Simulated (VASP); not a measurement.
# LiF (Fm-3m) in VASP: a series of runs

The runs below take LiF through single point, with PBE, r2SCAN0+D3(BJ).

All numbers are computed with VASP 6.6.1; they aren't measurements. Logs are shortened: lines on timing, memory, paths and dates and some standing lists are left out, and cuts for length are marked.

## Step 1: The cell of the first run

Symmetry: Fm-3m, No. 225, cubic system. The conventional cell has a = 4.028 Å, b = 4.028 Å, c = 4.028 Å, α = 90.00°, β = 90.00°, γ = 90.00°. F (site symmetry m-3m) has 6 Li at 2.01 Å within 2.7 Å. Within 2.7 Å of Li (site symmetry m-3m) lie 6 F at 2.01 Å.

## Step 2: Single point, PBE

Input file INCAR:

```
SYSTEM = LiF
ALGO     = Normal         ! electronic algorithm
EDIFF    = 1E-7           ! SCF threshold, eV
ENCUT    = 520            ! plane-wave cutoff, eV
GGA      = PE             ! functional
ISIF     = 2              ! what is computed and relaxed
ISMEAR   = -1             ! smearing method
LASPH    = .True.         ! aspherical terms in the spheres
LCHARG   = .False.        ! write CHGCAR
LREAL    = .False.        ! projectors in reciprocal space
LWAVE    = .False.        ! write WAVECAR
NBANDS   = 12             ! bands
NELM     = 80             ! most SCF steps
PREC     = Accurate       ! precision mode
SIGMA    = 0.1            ! smearing width, eV
```

Input file KPOINTS:

```
k-points
0
Gamma
  13 13 13
  0 0 0
```

Input file POSCAR:

```
LiF
1.0
    0.0000000000      2.0140000000      2.0140000000
    2.0140000000      0.0000000000      2.0140000000
    2.0140000000      2.0140000000      0.0000000000
F Li
1 1
Direct
    0.5000000000      0.5000000000      0.5000000000
    0.0000000000      0.0000000000      0.0000000000
```

Potentials or basis: VASP PAW PBE potentials, release 64 (F, Li_sv).

Started as:

```console
cat potpaw_PBE.64/F/POTCAR potpaw_PBE.64/Li_sv/POTCAR > POTCAR
mpirun -np 1 vasp_std > vasp.out
```

OUTCAR:

```text
SYSTEM = LiF
   EDIFF = 1E-7
   ENCUT = 520
   GGA = PE
   ISIF = 2
   ISMEAR = -1
   LASPH = .True.
   LREAL = .False.
   NELM = 80
   PREC = Accurate

 ion  position               nearest neighbor table
   1  0.500  0.500  0.500-   2 2.01   2 2.01   2 2.01   2 2.01   2 2.01   2 2.01
   2  0.000  0.000  0.000-   1 2.01   1 2.01   1 2.01   1 2.01   1 2.01   1 2.01

  LATTYP: Found a face centered cubic cell.
 ALAT       =     4.0280000000

  Lattice vectors:

 A1 = (   0.0000000000,   2.0140000000,   2.0140000000)
 A2 = (   2.0140000000,   0.0000000000,   2.0140000000)
 A3 = (   2.0140000000,   2.0140000000,   0.0000000000)

Analysis of symmetry for initial positions (statically):
=====================================================================
 Subroutine PRICEL returns:
 Original cell was already a primitive cell.

 Routine SETGRP: Setting up the symmetry group for a
 face centered cubic supercell.

 Subroutine GETGRP returns: Found 48 space group operations
 (whereof 48 operations were pure point group operations)
 out of a pool of 48 trial point group operations.

The static configuration has the point symmetry O_h .

Analysis of symmetry for dynamics (positions and initial velocities):
=====================================================================
 Subroutine PRICEL returns:
 Original cell was already a primitive cell.

 Routine SETGRP: Setting up the symmetry group for a
 face centered cubic supercell.

 Subroutine GETGRP returns: Found 48 space group operations
 (whereof 48 operations were pure point group operations)
 out of a pool of 48 trial point group operations.

The dynamic configuration has the point symmetry O_h .

 Subroutine INISYM returns: Found 48 space group operations
 (whereof 48 operations are pure point group operations),
 and found     1 'primitive' translations

----------------------------------------------------------------------------------------

                                     Primitive cell

  volume of cell :      16.3384

  direct lattice vectors                    reciprocal lattice vectors
     0.000000000  2.014000000  2.014000000    -0.248262165  0.248262165  0.248262165
     2.014000000  0.000000000  2.014000000     0.248262165 -0.248262165  0.248262165
     2.014000000  2.014000000  0.000000000     0.248262165  0.248262165 -0.248262165

  length of vectors
     2.848226115  2.848226115  2.848226115     0.430002683  0.430002683  0.430002683

  position of ions in fractional coordinates (direct lattice)
     0.500000000  0.500000000  0.500000000
     0.000000000  0.000000000  0.000000000

  ion indices of the primitive-cell ions
   primitive index   ion index
                 1           1
                 2           2

----------------------------------------------------------------------------------------

 KPOINTS: k-points

Automatic generation of k-mesh.
 Grid dimensions read from file:
 generate k-points for:   13   13   13

 Generating k-lattice:

  Cartesian coordinates                     Fractional coordinates (reciprocal lattice)
    -0.019097090  0.019097090  0.019097090     0.076923077  0.000000000  0.000000000
     0.019097090 -0.019097090  0.019097090     0.000000000  0.076923077  0.000000000
     0.019097090  0.019097090 -0.019097090     0.000000000  0.000000000  0.076923077

  Length of vectors
     0.033077129  0.033077129  0.033077129

  Shift w.r.t. Gamma in fractional coordinates (k-lattice)
     0.000000000  0.000000000  0.000000000

 Subroutine IBZKPT returns following result:
 ===========================================

 Found     84 irreducible k-points:

 Following reciprocal coordinates:
            Coordinates               Weight
  0.000000  0.000000  0.000000      1.000000
  0.076923  0.000000  0.000000      8.000000
  0.153846  0.000000  0.000000      8.000000
  0.230769  0.000000  0.000000      8.000000
  0.307692  0.000000  0.000000      8.000000
  0.384615  0.000000  0.000000      8.000000
[... 16 lines left out ...]
  0.384615  0.153846  0.000000     24.000000
  0.461538  0.153846  0.000000     24.000000
 [... further k-points ...]
   k-points           NKPTS =     84   k-points in BZ     NKDIM =     84   number of bands    NBANDS=     12
   number of dos      NEDOS =    301   number of ions     NIONS =      2
   total plane-waves  NPLWV =  13824
   dimension x,y,z NGX =    24 NGY =   24 NGZ =   24
   dimension x,y,z NGXF=    48 NGYF=   48 NGZF=   48
   ions per type =               1   1
   NGX,Y,Z   is equivalent  to a cutoff of  14.01, 14.01, 14.01 a.u.
   NGXF,Y,Z  is equivalent  to a cutoff of  28.02, 28.02, 28.02 a.u.
 SYSTEM =  LiF
   PREC   = accura    normal or accurate (medium, high low for compatibility)
   ISTART =      0    job   : 0-new  1-cont  2-samecut
   ICHARG =      2    charge: 1-file 2-atom 10-const
   ISPIN  =      1    spin polarized calculation?
   LNONCOLLINEAR =      F non collinear calculations
   LSORBIT =      F    spin-orbit coupling
   LASPH  =      T    aspherical Exc in radial PAW
   ENCUT  =  520.0 eV  38.22 Ry    6.18 a.u.   5.30  5.30  5.30*2*pi/ulx,y,z
   NELM   =     80;   NELMIN=  2; NELMDL= -5     # of ELM steps
   EDIFF  = 0.1E-06   stopping-criterion for ELM
   LREAL  =      F    real-space projection
   EDIFFG = 0.1E-05   stopping-criterion for IOM
   NSW    =      0    number of steps for IOM
   IBRION =     -1    ionic relax: 0-MD 1-quasi-New 2-CG
   NFREE  =      0    steps in history (QN), initial steepest desc. (CG)
   ISIF   =      2    stress and relaxation
   ISYM   =      2    0-nonsym 1-usesym 2-fastsym
   POTIM  = 0.5000    time-step for ionic-motion
   TEBEG  =    0.0;   TEEND  =   0.0 temperature during run
   PSTRESS=    0.0 pullay stress
   NELECT =      10.0000    total number of electrons
   NUPDOWN=      -1.0000    fix difference up-down
   EMIN   =  10.00;   EMAX   =-10.00  energy-range for DOS
   EFERMI =   0.00;   METHOD = LEGACY
   ISMEAR =    -1;   SIGMA  =   0.10  broadening in eV -4-tet -1-fermi 0-gaus
   EFERMI_NEDOS =   21; number of points for ismear=-14 and -15
   IALGO  =     38    algorithm
   IMIX   =      4    mixing-type and parameters
     AMIX     =   0.40;   BMIX     =  1.00
     AMIX_MAG =   1.60;   BMIX_MAG =  1.00
  volume/ion in A,a.u.               =       8.17        55.13
  Fermi-wavevector in a.u.,A,eV,Ry     =   1.389970  2.626662 26.286674  1.932016
  Thomas-Fermi vector in A             =   2.513950
   LORBIT       =      0    0 simple, 1 ext, 2 COOP (PROOUT), +10 PAW based schemes
   GGA     = PE    functional components
   LHFCALC =     F    Hartree Fock is set to
   AEXX    =    0.0000 exact exchange contribution
   IVDW    =     0    specifies the selected vdW correction
   LEPSILON=     F    determine dielectric tensor
   LRPA    =     F    only Hartree local field effects (RPA)
 non-spin polarized calculation
  energy-cutoff  :      520.00
  volume of cell :       16.34
 maximum number of plane-waves:       459
 NGX is ok and might be reduce to    24
   NGX = 11   NGY = 11   NGZ = 11

 number of electron      10.0000000 magnetization

 number of electron       9.9999992 magnetization

 Free energy of the ion-electron system (eV)
  ---------------------------------------------------
  ext. energy  EPLUGINS =         0.00000000
  ---------------------------------------------------
  free energy    TOTEN  =        -9.63756782 eV

  energy without entropy =       -9.63756782  energy(sigma->0) =       -9.63756782

 E-fermi :   1.3460     XC(G=0):  -9.9825

 val. band max:       -1.0183795190   @ k =  -0.0769   0.0769   0.0000
 cond. band min:       8.0685240195   @ k =   0.0000   0.0000   0.0000
 fundamental gap:      9.0869035384
 Fermi energy:         1.3459878590

 k-point     1 :       0.0000    0.0000    0.0000
  band No.  band energies     occupation
      1     -41.9388      2.00000
      2     -20.9937      2.00000
      3      -1.0187      2.00000
      4      -1.0187      2.00000
      5      -1.0187      2.00000
      6       8.0685      0.00000
      7      22.9474      0.00000
      8      22.9474      0.00000
      9      22.9474      0.00000
     10      23.3054      0.00000
     11      23.3054      0.00000
     12      23.3054      0.00000

 k-point     2 :       0.0769    0.0000    0.0000
  band No.  band energies     occupation
      1     -41.9353      2.00000
      2     -20.9697      2.00000
      3      -1.1932      2.00000
      4      -1.0326      2.00000
      5      -1.0326      2.00000
      6       8.2489      0.00000
      7      20.9357      0.00000
      8      22.0371      0.00000
      9      22.0371      0.00000
     10      24.0773      0.00000
     11      24.0773      0.00000
     12      24.2098      0.00000

 k-point     3 :       0.1538    0.0000    0.0000
  band No.  band energies     occupation
      1     -41.9261      2.00000
      2     -20.9045      2.00000
      3      -1.6486      2.00000
      4      -1.0703      2.00000
      5      -1.0703      2.00000
      6       8.6960      0.00000
      7      18.8274      0.00000
      8      20.8761      0.00000
      9      20.8761      0.00000
     10      24.8730      0.00000
     11      25.0357      0.00000
     12      25.0357      0.00000
[... 286 lines left out ...]
 k-point    23 :       0.3846    0.1538    0.0000
  band No.  band energies     occupation
      1     -41.8884      2.00000
      2     -20.5986      2.00000
      3      -3.0052      2.00000
      4      -1.5529      2.00000
      5      -1.4525      2.00000
      6      10.5216      0.00000
      7      15.6906      0.00000
      8      18.3084      0.00000
      9      18.7605      0.00000
     10      23.6543      0.00000
     11      30.6469      0.00000
     12      30.7401      0.00000

 k-point    24 :       0.4615    0.1538    0.0000
  band No.  band energies     occupation
      1     -41.8795      2.00000
      2     -20.5247      2.00000
      3      -3.3205      2.00000
      4      -1.6988      2.00000
      5      -1.4441      2.00000
      6      10.6948      0.00000
      7      15.2715      0.00000
      8      18.0276      0.00000
      9      18.3333      0.00000
     10      25.1222      0.00000
     11      30.8786      0.00000
     12      31.0892      0.00000

 [... further k-points ...]

------------------------ aborting loop because EDIFF is reached ----------------------------------------

  FORCE on cell =-STRESS in cart. coord.  units (eV):
  Direction    XX          YY          ZZ          XY          YZ          ZX
  --------------------------------------------------------------------------------------
  -------------------------------------------------------------------------------------
  Total        0.1707862      0.1707862      0.1707862      0.0000000      0.0000000     -0.0000000
  in kB       16.7476908     16.7476908     16.7476908      0.0000000      0.0000000     -0.0000000
  external PRESSURE =      16.7476908 kB  Pullay stress =       0.0000000 kB

 VOLUME and BASIS-vectors are now :
 -----------------------------------------------------------------------------
  energy-cutoff  :      520.00
  volume of cell :       16.34
      direct lattice vectors                 reciprocal lattice vectors
     0.000000000  2.014000000  2.014000000    -0.248262165  0.248262165  0.248262165
     2.014000000  0.000000000  2.014000000     0.248262165 -0.248262165  0.248262165
     2.014000000  2.014000000  0.000000000     0.248262165  0.248262165 -0.248262165

 POSITION                                       TOTAL-FORCE (eV/Angst)
 -----------------------------------------------------------------------------------
      2.01400      2.01400      2.01400         0.000000      0.000000     -0.000000
      0.00000      0.00000      0.00000        -0.000000     -0.000000      0.000000
 -----------------------------------------------------------------------------------
    total drift:                               -0.000000     -0.000000      0.000000

  FREE ENERGIE OF THE ION-ELECTRON SYSTEM (eV)
  ---------------------------------------------------
  free  energy   TOTEN  =        -9.6375678242 eV

  energy  without entropy=       -9.6375678241  energy(sigma->0) =       -9.63756782
```

Wall time 21 s (1 thread of Intel Xeon 8259CL, shared host); peak memory 0.14 GiB.

Results:

```
Free energy            : -9.6376 eV
Band gap on the k mesh : 9.09 eV
```

Caveat: the cutoff is under 1.25 times the usual one of these potentials, so pressure, stress and relaxed cells hold a basis-set (Pulay) error; an odd mesh through Γ misses points on the zone boundary, where band edges can lie. A hybrid or GW would open this gap; PBE tends to underestimate it.

## Step 3: Single point, PBE

Input file INCAR:

```
SYSTEM = LiF
  PREC = Accurate
  ENCUT = 520
  EDIFF = 1E-6
  ISMEAR = -1
  SIGMA = 0.1
  LREAL = .FALSE.
  LASPH = .TRUE.
  NELM = 100
  ALGO = Normal
  ISIF = 2
  LWAVE = .FALSE.
  LCHARG = .TRUE.
  GGA = PE
  LELF = .TRUE.
  LVHAR = .TRUE.
  NBANDS = 12
```

Input file KPOINTS:

```
regular mesh
0
G
  16 16 16
  0 0 0
```

POSCAR is that of step 2.

Potentials or basis: VASP PAW PBE potentials, release 64 (F, Li_sv).

Started as:

```console
cat potpaw_PBE.64/F/POTCAR potpaw_PBE.64/Li_sv/POTCAR > POTCAR
mpirun -np 1 vasp_std > vasp.out
```

It took 36 s on 1 thread of Intel Xeon 8259CL, shared host; peak memory 0.15 GiB.

The run converged. Its results:

```
Free energy            : -9.6376 eV
Band gap on the k mesh : 9.09 eV
```

Levels at points of the mesh, in eV from the valence-band top:
| k point | band 1 | band 2 | band 3 | band 4 | band 5 | band 6 | band 7 | band 8 | band 9 | band 10 |
| --- | --- | --- | --- | --- | --- | --- | --- | --- | --- | --- |
| (0.00, 0.00, 0.00) | -40.92 | -19.98 | 0.00 | 0.00 | 0.00 | 9.09 | 23.96 | 23.96 | 23.96 | 24.32 |
| (0.50, 0.00, 0.00) | -40.86 | -19.54 | -2.52 | -0.23 | -0.23 | 10.77 | 16.74 | 18.89 | 18.89 | 30.37 |
| (0.50, 0.50, 0.00) | -40.85 | -19.28 | -3.01 | -1.00 | -1.00 | 14.81 | 16.47 | 17.45 | 20.24 | 20.24 |

Caveat: the cutoff is under 1.25 times the usual one of these potentials, so pressure, stress and relaxed cells hold a basis-set (Pulay) error.

## Step 4: Single point, PBE

Input file INCAR:

```
SYSTEM = LiF
PREC     = Accurate       ! precision mode
ENCUT    = 520            ! plane-wave cutoff, eV
EDIFF    = 1E-7           ! SCF threshold, eV
ISMEAR   = -1             ! smearing method
SIGMA    = 0.1            ! smearing width, eV
LREAL    = .False.        ! projectors in reciprocal space
LASPH    = .True.         ! aspherical terms in the spheres
NELM     = 80             ! most SCF steps
ALGO     = Normal         ! electronic algorithm
ISIF     = 2              ! what is computed and relaxed
LWAVE    = .False.        ! write WAVECAR
LCHARG   = .False.        ! write CHGCAR
GGA      = PE             ! functional
NBANDS   = 12             ! bands
```

Input file KPOINTS:

```
regular mesh
0
Gamma
  19 19 19
  0 0 0
```

POSCAR is that of step 3.

Started as:

```console
cat potpaw_PBE.64/F/POTCAR potpaw_PBE.64/Li_sv/POTCAR > POTCAR
mpirun -np 1 vasp_std > vasp.out
```

It took 55 s on 1 thread of Intel Xeon 8259CL, shared host; peak memory 0.16 GiB.

Results (log left out):

| Item | Value |
| --- | --- |
| Free energy | -9.6376 eV |
| Band gap on the k mesh | 9.09 eV |

Levels at points of the mesh, in eV from the valence-band top:
```csv
k point,band 2,band 3,band 4,band 5,band 6,band 7,band 8,band 9
"(0.00, 0.00, 0.00)",-19.98,0.00,0.00,0.00,9.09,23.97,23.97,23.97
```

Caveat: the cutoff is under 1.25 times the usual one of these potentials, so pressure, stress and relaxed cells hold a basis-set (Pulay) error; an odd mesh through Γ misses points on the zone boundary, where band edges can lie. PBE gaps usually lie below the measured ones, often by a third to a half.

## Step 5: Single point, r2SCAN0+D3(BJ)

POSCAR is that of step 4.

Input file INCAR.step1:

```
SYSTEM = LiF
ALGO = Normal
EDIFF = 1E-5
ENCUT = 720
GGA = PE
GGA_COMPAT = .False.
ISIF = 2
ISMEAR = -1
LASPH = .True.
LCHARG = .False.
LREAL = .False.
LWAVE = .True.
NBANDS = 12
NELM = 120
PREC = Accurate
SIGMA = 0.1
```

Input file INCAR.step2:

```
SYSTEM = LiF
AEXX = 0.25
ALGO = Normal
EDIFF = 1E-6
ENCUT = 720
GGA_COMPAT = .False.
ISIF = 2
ISMEAR = -1
ISTART = 1
IVDW = 12
LASPH = .True.
LCHARG = .False.
LHFCALC = .True.
LMIXTAU = .True.
LREAL = .False.
LWAVE = .False.
METAGGA = R2SCAN
NBANDS = 12
NELM = 120
PREC = Accurate
PRECFOCK = Normal
SIGMA = 0.1
VDW_A1 = 0.4534
VDW_A2 = 5.8972
VDW_S6 = 1.0
VDW_S8 = 1.1846
```

Input file KPOINTS:

```
k-points
0
Gamma
  7 7 7
  0 0 0
```

Started as:

```console
cat potpaw_PBE.64/F/POTCAR potpaw_PBE.64/Li_sv/POTCAR > POTCAR
cp INCAR.step1 INCAR
mpirun -np 1 vasp_std > vasp.out
cp INCAR.step2 INCAR
mpirun -np 1 vasp_std > vasp.out
```

It took 31 min on 1 thread of Intel Xeon Platinum 8259CL at 2.50GHz (Skylake/Cascade Lake), shared host; peak memory 0.18 GiB.

The run converged. Its results:

| Item | Value |
| --- | --- |
| Free energy | -13.8294 eV |
| Pressure | -6.3 GPa |
| Band gap on the k mesh | 12.90 eV |
| Dispersion energy per atom | -0.102 eV |

Levels at points of the mesh, in eV from the valence-band top:
```tsv
k point	band 3	band 4	band 5	band 6	band 7	band 8
(0.00, 0.00, 0.00)	0.00	0.00	0.00	12.90	28.37	28.37
```

Caveat: the cell stands under tension; the PAW data sets were made with another functional, which shifts forces and pressure a little.

## Step 6: The runs side by side

| level | k mesh | cutoff (eV) | grid for exact exchange (PRECFOCK) | share of exact exchange | gap on the mesh (eV) |
| --- | --- | --- | --- | --- | --- |
| PBE | 13 × 13 × 13 | 520 | - | - | 9.09 |
| PBE | 16 × 16 × 16 | 520 | - | - | 9.09 |
| PBE | 19 × 19 × 19 | 520 | - | - | 9.09 |
| r2SCAN0+D3(BJ) | 7 × 7 × 7 | 720 | Normal | 0.25 | 12.90 |

Alike in all rows: task single point; potentials or basis VASP PAW PBE potentials, release 64 (F, Li_sv); no spin polarisation; cell as given; smearing fermi-dirac 0.1 eV.

On the cell as given the gap runs from 9.09 eV (PBE) to 12.90 eV (r2SCAN0+D3(BJ)); the meshes differ, which moves gaps too.

Caveats: the cutoff is under 1.25 times the usual one of these potentials, so pressure, stress and relaxed cells hold a basis-set (Pulay) error (at least some runs); an odd mesh through Γ misses points on the zone boundary, where band edges can lie (at least some runs); the cell stands under tension (at least some runs); the PAW data sets were made with another functional, which shifts forces and pressure a little (at least some runs).

Absolute energies hang on the potentials; compare differences alone.
